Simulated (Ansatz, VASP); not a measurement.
**Mg3MoN4: VASP beside Ansatz**

Contents of POSCAR:

```
Mg3MoN4
1.0
    6.7267518100      0.0000000000      0.0000000000
    0.0000000000      5.8148497900      0.0000000000
    0.0000000000      0.0000000000      5.2351251100
Mg Mo N
6 2 8
Direct
    0.2522327400      0.1687886800      0.8570723200
    0.7477672600      0.1687886800      0.8570723200
    0.2477672600      0.8312113200      0.3570723200
    0.7522327400      0.8312113200      0.3570723200
    0.0000000000      0.6612315300      0.8589044500
    0.5000000000      0.3387684700      0.3589044500
    0.0000000000      0.3292768100      0.3495152100
    0.5000000000      0.6707231900      0.8495152100
    0.0000000000      0.6348702200      0.4560870800
    0.5000000000      0.3651297800      0.9560870800
    0.0000000000      0.3265138700      0.9975724100
    0.5000000000      0.6734861300      0.4975724100
    0.7694645500      0.1774504400      0.4566981000
    0.2305354500      0.1774504400      0.4566981000
    0.7305354500      0.8225495600      0.9566981000
    0.2694645500      0.8225495600      0.9566981000
```

Contents of INCAR.step1:

```
PREC     = Accurate       # precision mode
ENCUT    = 520            # plane-wave cutoff, eV
ISMEAR   = -1             # smearing method
SIGMA    = 0.02           # smearing width, eV
LREAL    = Auto         
LASPH    = T              # aspherical terms in the spheres
NELM     = 100            # most SCF steps
NBANDS   = 54             # bands
GGA      = PE             # functional
ALGO     = Normal         # electronic algorithm
EDIFF    = 1E-4           # SCF threshold, eV
LWAVE    = T              # write WAVECAR
LCHARG   = F              # write CHGCAR
```

Contents of INCAR.step2:

```
PREC     = Accurate       # precision mode
ENCUT    = 520            # plane-wave cutoff, eV
EDIFF    = 1E-8           # SCF threshold, eV
ISMEAR   = -1             # smearing method
SIGMA    = 0.02           # smearing width, eV
LREAL    = Auto         
LASPH    = T              # aspherical terms in the spheres
NELM     = 100            # most SCF steps
ALGO     = Normal         # electronic algorithm
ISIF     = 2              # what is computed and relaxed
LWAVE    = F              # write WAVECAR
LCHARG   = F              # write CHGCAR
METAGGA  = R2SCAN         # meta-GGA
LMIXTAU  = T            
LEFG     = T            
NBANDS   = 54             # bands
ISTART   = 1
```

The input KPOINTS:

```
Automatic mesh
0
Gamma
  4 5 6
```

Input for Ansatz:

```yaml
crystal:
  lattice:
    - [6.72675181, 0.0, 0.0]
    - [0.0, 5.81484979, 0.0]
    - [0.0, 0.0, 5.23512511]
  atoms:
    - { symbol: Mg, position: [0.25223274, 0.16878868, 0.85707232] }
    - { symbol: Mg, position: [0.74776726, 0.16878868, 0.85707232] }
    - { symbol: Mg, position: [0.24776726, 0.83121132, 0.35707232] }
    - { symbol: Mg, position: [0.75223274, 0.83121132, 0.35707232] }
    - { symbol: Mg, position: [0.0, 0.66123153, 0.85890445] }
    - { symbol: Mg, position: [0.5, 0.33876847, 0.35890445] }
    - { symbol: Mo, position: [0.0, 0.32927681, 0.34951521] }
    - { symbol: Mo, position: [0.5, 0.67072319, 0.84951521] }
    - { symbol: "N", position: [0.0, 0.63487022, 0.45608708] }
    - { symbol: "N", position: [0.5, 0.36512978, 0.95608708] }
    - { symbol: "N", position: [0.0, 0.32651387, 0.99757241] }
    - { symbol: "N", position: [0.5, 0.67348613, 0.49757241] }
    - { symbol: "N", position: [0.76946455, 0.17745044, 0.4566981] }
    - { symbol: "N", position: [0.23053545, 0.17745044, 0.4566981] }
    - { symbol: "N", position: [0.73053545, 0.82254956, 0.9566981] }
    - { symbol: "N", position: [0.26946455, 0.82254956, 0.9566981] }
kpoints:
  mp_grid: { grid: [4, 5, 6] }
scf:
  occupations: { method: fermi_dirac, width: 0.02 }
hamiltonian:
  xc: r2scan
  pseudopotentials: { kind: paw }
output:
  forces: true
  stress: true
  populations: true
  efg:
    quadrupole_moments_barn: { Mg: 0.1994, Mo: -0.022, "N": 0.02044 }
    contact_densities: true
  write_density: true
  write_potential: true
  elf: true
  volumetric_format: npy
```

Alike in both runs: task electric field gradients; functional r2SCAN; k mesh 4 × 5 × 6; occupations fermi-dirac, width 0.02 eV; no spin polarisation.

|  | VASP | Ansatz |
| --- | --- | --- |
| version | VASP 6.6.1 | Ansatz 0.2.0 |
| potentials or method | VASP PAW PBE potentials, release 64 (Mg, Mo_sv, N) | plane-wave PAW, scalar-relativistic |
| plane-wave cutoff (eV) | 520 | 500 |
| valence electrons in the cell | 80 | 128 |

|  | VASP | Ansatz | Ansatz less VASP |
| --- | --- | --- | --- |
| gap on the k mesh at the Fermi level (eV) | 3.47 | 3.47 | -0.008 |
| pressure (GPa) | -0.1 | -0.1 | +0.04 |
| traceless stress, the component that is largest in VASP (GPa) | -0.10 | -0.10 | +0.009 |
| rms of the force components (eV/Å) | 0.055 | 0.018 | -0.0367 |
| size of Vzz on the site where it differs most (V/Å²) | 5.2 | 6.9 | +1.68 |

VASP's potentials were made for PBE, not for r2SCAN. Atom by atom the forces differ by 0.045 eV/Å (rms over components). VASP's potentials hold 80 valence electrons a cell and Ansatz's 128, so a difference there can come from the potentials and not from the codes.
